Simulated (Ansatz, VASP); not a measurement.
Two plane-wave programs on LiCl

```
CELL_PARAMETERS angstrom
0.00000 2.48250 2.48250
2.48250 0.00000 2.48250
2.48250 2.48250 0.00000
ATOMIC_POSITIONS crystal
Li 0.00000 0.00000 0.00000
Cl 0.50000 0.50000 0.50000
```

Alike in both runs: functional LDA; k mesh 8 × 8 × 8; occupations gaussian, width 0.02 eV; no spin polarisation.

Ansatz relaxed the structure, and its values are those at the end. VASP's run is a single point on that final structure, the one shown.

|  | VASP | Ansatz |
| --- | --- | --- |
| version | VASP 6.6.1 | Ansatz 0.2.0 |
| potentials or method | VASP PAW LDA potentials, release 64 (Li_sv, Cl), cutoff 750 eV | scalar-relativistic, plane waves, PAW |
| valence electrons in the cell | 10 | 10 |

```csv
,VASP,Ansatz,Ansatz less VASP
gap on the k mesh at the Fermi level (eV),6.51,6.49,-0.025
least direct gap on the mesh (eV),6.61,6.59,-0.013
pressure (GPa),-0.1,0.0,+0.07
```

LDA's correlation is that of Perdew and Zunger in VASP and of Perdew and Wang (1992) in Ansatz.
